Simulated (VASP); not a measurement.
# C (R-3m) in VASP: further runs

Runs on C. Level: PBE. Tasks: single point.

Everything below comes from runs of VASP 6.6.1. Logs are shortened: lines on timing, memory, paths and dates and some standing lists are left out, and cuts for length are marked.

### Step 1. The cell of the first run

Symmetry: R-3m, No. 166, trigonal system. Conventional cell: a = 2.595 Å, b = 2.595 Å, c = 31.930 Å, α = 90.00°, β = 90.00°, γ = 120.00°. Within 2.1 Å of C (site symmetry 3m) lie 4 C at 1.59 Å. Within 2.1 Å of C (site symmetry 3m) lie 4 C at 1.59 Å. C (site symmetry 3m) has 4 C at 1.59 Å within 2.1 Å. Within 2.1 Å of C (site symmetry 3m) lie 4 C at 1.59 to 1.61 Å. Within 2.1 Å of C (site symmetry 3m) lie 4 C at 1.59 to 1.61 Å.

### Step 2. Single point, PBE

File INCAR:

```
SYSTEM = C
PREC = Accurate ; ENCUT = 520
EDIFF = 1E-6 ; ISMEAR = 0
SIGMA = 0.05 ; LREAL = .False.
LASPH = .True. ; NELM = 80
ALGO = Normal ; ISIF = 2
LWAVE = .False. ; LCHARG = .False.
GGA = PE ; NBANDS = 31
```

File KPOINTS:

```
Automatic mesh
0
Gamma
  12 12 12
  0 0 0
```

File POSCAR:

```
C
1.0
    1.2976000000      0.7491697093     10.6434666667
   -1.2976000000      0.7491697093     10.6434666667
    0.0000000000     -1.4983394186     10.6434666667
C
10
Direct
    0.0248257000      0.0248257000      0.0248257000
    0.9751743000      0.9751743000      0.9751743000
    0.1086810650      0.1086810650      0.1086810650
    0.8913189350      0.8913189350      0.8913189350
    0.1583663742      0.1583663742      0.1583663742
    0.8416336258      0.8416336258      0.8416336258
    0.3748589682      0.3748589682      0.3748589682
    0.6251410318      0.6251410318      0.6251410318
    0.4253192967      0.4253192967      0.4253192967
    0.5746807033      0.5746807033      0.5746807033
```

Potentials or basis: VASP PAW PBE potentials, release 64 (C).

Command:

```console
> cat potpaw_PBE.64/C/POTCAR > POTCAR
> mpirun -np 1 vasp_std > vasp.out
```

OUTCAR:

```text
SYSTEM = C
   PREC = Accurate
   ENCUT = 520
   EDIFF = 1E-6
   ISMEAR = 0
   LREAL = .False.
   LASPH = .True.
   NELM = 80
   ISIF = 2
   GGA = PE

 ion  position               nearest neighbor table
   1  0.025  0.025  0.025-   2 1.59   7 1.59   7 1.59   7 1.59
   2  0.975  0.975  0.975-   1 1.59   8 1.59   8 1.59   8 1.59
   3  0.109  0.109  0.109-   5 1.59   9 1.59   9 1.59   9 1.59
   4  0.891  0.891  0.891-   6 1.59  10 1.59  10 1.59  10 1.59
   5  0.158  0.158  0.158-   3 1.59   6 1.59   6 1.59   6 1.59
   6  0.842  0.842  0.842-   4 1.59   5 1.59   5 1.59   5 1.59
   7  0.375  0.375  0.375-   1 1.59   1 1.59   1 1.59   9 1.61
   8  0.625  0.625  0.625-   2 1.59   2 1.59   2 1.59  10 1.61
   9  0.425  0.425  0.425-   3 1.59   3 1.59   3 1.59   7 1.61
  10  0.575  0.575  0.575-   4 1.59   4 1.59   4 1.59   8 1.61

  LATTYP: Found a trigonal (rhomboedric) cell.
 ALAT       =    10.7484140085
 COS(alpha) =     0.9708510512

  Lattice vectors:

 A1 = (   1.2976000000,   0.7491697093,  10.6434666667)
 A2 = (  -1.2976000000,   0.7491697093,  10.6434666667)
 A3 = (   0.0000000000,  -1.4983394186,  10.6434666667)

Analysis of symmetry for initial positions (statically):
=====================================================================
 Subroutine PRICEL returns:
 Original cell was already a primitive cell.

 Routine SETGRP: Setting up the symmetry group for a
 trigonal (rhombohedral) supercell.

 Subroutine GETGRP returns: Found 12 space group operations
 (whereof 12 operations were pure point group operations)
 out of a pool of 12 trial point group operations.

The static configuration has the point symmetry D_3d.

Analysis of symmetry for dynamics (positions and initial velocities):
=====================================================================
 Subroutine PRICEL returns:
 Original cell was already a primitive cell.

 Routine SETGRP: Setting up the symmetry group for a
 trigonal (rhombohedral) supercell.

 Subroutine GETGRP returns: Found 12 space group operations
 (whereof 12 operations were pure point group operations)
 out of a pool of 12 trial point group operations.

The dynamic configuration has the point symmetry D_3d.

 Subroutine INISYM returns: Found 12 space group operations
 (whereof 12 operations are pure point group operations),
 and found     1 'primitive' translations

----------------------------------------------------------------------------------------

                                     Primitive cell

  volume of cell :      62.0805

  direct lattice vectors                    reciprocal lattice vectors
     1.297600000  0.749169709 10.643466667     0.385326757  0.222468507  0.031318117
    -1.297600000  0.749169709 10.643466667    -0.385326757  0.222468507  0.031318117
     0.000000000 -1.498339419 10.643466667     0.000000000 -0.444937014  0.031318117

  length of vectors
    10.748414009 10.748414009 10.748414009     0.446037858  0.446037858  0.446037858

  position of ions in fractional coordinates (direct lattice)
     0.024825700  0.024825700  0.024825700
     0.975174300  0.975174300  0.975174300
     0.108681065  0.108681065  0.108681065
     0.891318935  0.891318935  0.891318935
     0.158366374  0.158366374  0.158366374
     0.841633626  0.841633626  0.841633626
     0.374858968  0.374858968  0.374858968
     0.625141032  0.625141032  0.625141032
     0.425319297  0.425319297  0.425319297
     0.574680703  0.574680703  0.574680703

  ion indices of the primitive-cell ions
   primitive index   ion index
                 1           1
                 2           2
                 3           3
                 4           4
                 5           5
                 6           6
                 7           7
                 8           8
                 9           9
                10          10

----------------------------------------------------------------------------------------

 KPOINTS: Automatic mesh

Automatic generation of k-mesh.
 Grid dimensions read from file:
 generate k-points for:   12   12   12

 Generating k-lattice:

  Cartesian coordinates                     Fractional coordinates (reciprocal lattice)
     0.032110563  0.018539042  0.002609843     0.083333333 -0.000000000 -0.000000000
    -0.032110563  0.018539042  0.002609843    -0.000000000  0.083333333 -0.000000000
     0.000000000 -0.037078084  0.002609843    -0.000000000 -0.000000000  0.083333333

  Length of vectors
     0.037169821  0.037169821  0.037169821

  Shift w.r.t. Gamma in fractional coordinates (k-lattice)
     0.000000000  0.000000000  0.000000000

 Subroutine IBZKPT returns following result:
 ===========================================

 Found    189 irreducible k-points:

 Following reciprocal coordinates:
            Coordinates               Weight
  0.000000  0.000000  0.000000      1.000000
  0.083333 -0.000000  0.000000      6.000000
  0.166667  0.000000  0.000000      6.000000
  0.250000 -0.000000  0.000000      6.000000
  0.333333 -0.000000  0.000000      6.000000
  0.416667 -0.000000 -0.000000      6.000000
[... 16 lines left out ...]
  0.500000  0.166667  0.000000     12.000000
 -0.416667  0.166667  0.000000     12.000000
 [... further k-points ...]
   k-points           NKPTS =    189   k-points in BZ     NKDIM =    189   number of bands    NBANDS=     31
   number of dos      NEDOS =    301   number of ions     NIONS =     10
   total plane-waves  NPLWV = 512000
   dimension x,y,z NGX =    80 NGY =   80 NGZ =   80
   dimension x,y,z NGXF=   160 NGYF=  160 NGZF=  160
   ions per type =              10
   NGX,Y,Z   is equivalent  to a cutoff of  12.37, 12.37, 12.37 a.u.
   NGXF,Y,Z  is equivalent  to a cutoff of  24.75, 24.75, 24.75 a.u.
 SYSTEM =  C
   PREC   = accura    normal or accurate (medium, high low for compatibility)
   ISTART =      0    job   : 0-new  1-cont  2-samecut
   ICHARG =      2    charge: 1-file 2-atom 10-const
   ISPIN  =      1    spin polarized calculation?
   LNONCOLLINEAR =      F non collinear calculations
   LSORBIT =      F    spin-orbit coupling
   LASPH  =      T    aspherical Exc in radial PAW
   ENCUT  =  520.0 eV  38.22 Ry    6.18 a.u.  19.98 19.98 19.98*2*pi/ulx,y,z
   NELM   =     80;   NELMIN=  2; NELMDL= -5     # of ELM steps
   EDIFF  = 0.1E-05   stopping-criterion for ELM
[... 9 lines left out ...]
   PSTRESS=    0.0 pullay stress
   NELECT =      40.0000    total number of electrons
   NUPDOWN=      -1.0000    fix difference up-down
   EMIN   =  10.00;   EMAX   =-10.00  energy-range for DOS
   EFERMI =   0.00;   METHOD = LEGACY
   ISMEAR =     0;   SIGMA  =   0.05  broadening in eV -4-tet -1-fermi 0-gaus
   EFERMI_NEDOS =   21; number of points for ismear=-14 and -15
   IALGO  =     38    algorithm
   IMIX   =      4    mixing-type and parameters
     AMIX     =   0.40;   BMIX     =  1.00
     AMIX_MAG =   1.60;   BMIX_MAG =  1.00
  volume/ion in A,a.u.               =       6.21        41.89
  Fermi-wavevector in a.u.,A,eV,Ry     =   1.413979  2.672033 27.202635  1.999337
  Thomas-Fermi vector in A             =   2.535569
   LORBIT       =      0    0 simple, 1 ext, 2 COOP (PROOUT), +10 PAW based schemes
   GGA     = PE    functional components
   LHFCALC =     F    Hartree Fock is set to
   AEXX    =    0.0000 exact exchange contribution
   IVDW    =     0    specifies the selected vdW correction
   LEPSILON=     F    determine dielectric tensor
   LRPA    =     F    only Hartree local field effects (RPA)
 non-spin polarized calculation
 Gauss-broadening in eV      SIGMA  =   0.05
  energy-cutoff  :      520.00
  volume of cell :       62.08
 maximum number of plane-waves:      1695
   NGX = 39   NGY = 39   NGZ = 39

 number of electron      40.0000000 magnetization

 Free energy of the ion-electron system (eV)
  ---------------------------------------------------
  ext. energy  EPLUGINS =         0.00000000
  ---------------------------------------------------
  free energy    TOTEN  =       -90.34122029 eV

  energy without entropy =      -90.34122029  energy(sigma->0) =      -90.34122029

 E-fermi :   8.8032     XC(G=0): -12.8004

 val. band max:        8.5586967518   @ k =   0.0000   0.0000   0.0000
 cond. band min:      12.7966433380   @ k =  -0.3333  -0.3333   0.0833
 fundamental gap:      4.2379465862
 Fermi energy:         8.8032078010

 k-point     1 :       0.0000    0.0000    0.0000
  band No.  band energies     occupation
      1     -11.8463      2.00000
      2     -10.8512      2.00000
      3     -10.7821      2.00000
      4      -7.9065      2.00000
      5      -7.8885      2.00000
      6      -2.2463      2.00000
[... 23 lines left out ...]
     30      15.8805      0.00000
     31      16.0502      0.00000

 k-point     2 :       0.0833   -0.0000    0.0000
  band No.  band energies     occupation
      1     -11.6847      2.00000
      2     -10.7230      2.00000
      3     -10.5908      2.00000
      4      -7.8442      2.00000
      5      -7.6479      2.00000
      6      -2.2468      2.00000
[... 23 lines left out ...]
     30      16.3724      0.00000
     31      16.4321      0.00000

 k-point     3 :       0.1667    0.0000    0.0000
  band No.  band energies     occupation
      1     -11.2019      2.00000
      2     -10.2971      2.00000
      3     -10.0630      2.00000
      4      -7.4880      2.00000
      5      -7.1028      2.00000
      6      -2.0095      2.00000
[... 23 lines left out ...]
     30      16.9442      0.00000
     31      17.5524      0.00000

 k-point     4 :       0.2500   -0.0000    0.0000
  band No.  band energies     occupation
      1     -10.4054      2.00000
      2      -9.5632      2.00000
      3      -9.2262      2.00000
      4      -6.8379      2.00000
      5      -6.2784      2.00000
      6      -1.6196      2.00000
[... 23 lines left out ...]
     30      17.8987      0.00000
     31      18.0339      0.00000

 k-point     5 :       0.3333   -0.0000    0.0000
  band No.  band energies     occupation
      1      -9.3126      2.00000
      2      -8.5373      2.00000
      3      -8.1086      2.00000
      4      -5.9235      2.00000
      5      -5.2305      2.00000
      6      -1.9014      2.00000
[... 23 lines left out ...]
     30      18.5242      0.00000
     31      18.5319      0.00000
[... 542 lines left out ...]
     30      18.2542      0.00000
     31      18.5222      0.00000

 k-point    22 :       0.4167    0.1667   -0.0000
  band No.  band energies     occupation
      1      -8.8279      2.00000
      2      -8.2239      2.00000
      3      -7.4752      2.00000
      4      -5.7780      2.00000
      5      -4.5556      2.00000
      6      -2.0036      2.00000
[... 23 lines left out ...]
     30      18.1868      0.00000
     31      18.7283      0.00000

 k-point    23 :       0.5000    0.1667    0.0000
  band No.  band energies     occupation
      1      -7.5046      2.00000
      2      -6.9749      2.00000
      3      -6.2175      2.00000
      4      -4.7982      2.00000
      5      -3.9358      2.00000
      6      -3.0482      2.00000
[... 23 lines left out ...]
     30      18.1572      0.00000
     31      18.5192      0.00000

 k-point    24 :      -0.4167    0.1667    0.0000
  band No.  band energies     occupation
      1      -6.3947      2.00000
      2      -6.0270      2.00000
      3      -5.6938      2.00000
      4      -4.7485      2.00000
      5      -4.5390      2.00000
      6      -3.4995      2.00000
[... 23 lines left out ...]
     30      18.2155      0.00000
     31      18.6251      0.00000

 [... further k-points ...]
[... 5 lines left out ...]
  --------------------------------------------------------------------------------------
  -------------------------------------------------------------------------------------
  Total      -12.4846332    -12.4846332    -11.3356919      0.0000000     -0.0000000      0.0000000
  in kB     -322.2040313   -322.2040313   -292.5520975      0.0000000     -0.0000000      0.0000000
  external PRESSURE =    -312.3200533 kB  Pullay stress =       0.0000000 kB

 VOLUME and BASIS-vectors are now :
 -----------------------------------------------------------------------------
  energy-cutoff  :      520.00
  volume of cell :       62.08
      direct lattice vectors                 reciprocal lattice vectors
     1.297600000  0.749169709 10.643466667     0.385326757  0.222468507  0.031318117
    -1.297600000  0.749169709 10.643466667    -0.385326757  0.222468507  0.031318117
     0.000000000 -1.498339419 10.643466667     0.000000000 -0.444937014  0.031318117

 POSITION                                       TOTAL-FORCE (eV/Angst)
 -----------------------------------------------------------------------------------
      0.00000      0.00000      0.79269         0.000000     -0.000000      0.013090
      0.00000      0.00000     31.13771         0.000000     -0.000000     -0.013090
      0.00000      0.00000      3.47023         0.000000      0.000000     -0.015601
      0.00000      0.00000     28.46017         0.000000     -0.000000      0.015601
      0.00000      0.00000      5.05670         0.000000     -0.000000      0.005389
      0.00000      0.00000     26.87370         0.000000     -0.000000     -0.005389
      0.00000      0.00000     11.96940         0.000000     -0.000000     -0.054535
      0.00000      0.00000     19.96100         0.000000     -0.000000      0.054535
      0.00000      0.00000     13.58062         0.000000      0.000000      0.053257
      0.00000      0.00000     18.34978         0.000000     -0.000000     -0.053257
 -----------------------------------------------------------------------------------
    total drift:                               -0.000000     -0.000000      0.000000

  FREE ENERGIE OF THE ION-ELECTRON SYSTEM (eV)
  ---------------------------------------------------
  free  energy   TOTEN  =       -90.3412202902 eV

  energy  without entropy=      -90.3412202902  energy(sigma->0) =      -90.34122029
```

Wall time 34 min (1 thread of Intel Xeon 6975P-C (Granite Rapids), shared host); peak memory 0.98 GiB.

Results:

| Quantity | Value |
| --- | --- |
| Free energy | -90.3412 eV |
| Pressure | -31.2 GPa |
| Largest force | 0.055 eV/Å |
| Band gap on the k mesh | 4.24 eV (least direct gap 5.11 eV) |

Forces in eV/Å, atoms in the order of the input:
```
C    0.000  0.000  0.013
C    0.000  0.000 -0.013
C    0.000  0.000 -0.016
C    0.000  0.000  0.016
C    0.000  0.000  0.005
C    0.000  0.000 -0.005
C    0.000  0.000 -0.055
C    0.000  0.000  0.055
C    0.000  0.000  0.053
C    0.000  0.000 -0.053
```

Stress tensor (GPa, compression positive):
```
-32.22   0.00   0.00
  0.00 -32.22   0.00
  0.00   0.00 -29.26
```

Caveat: the cell stands under tension.

(Continued in part 2 of 2.)
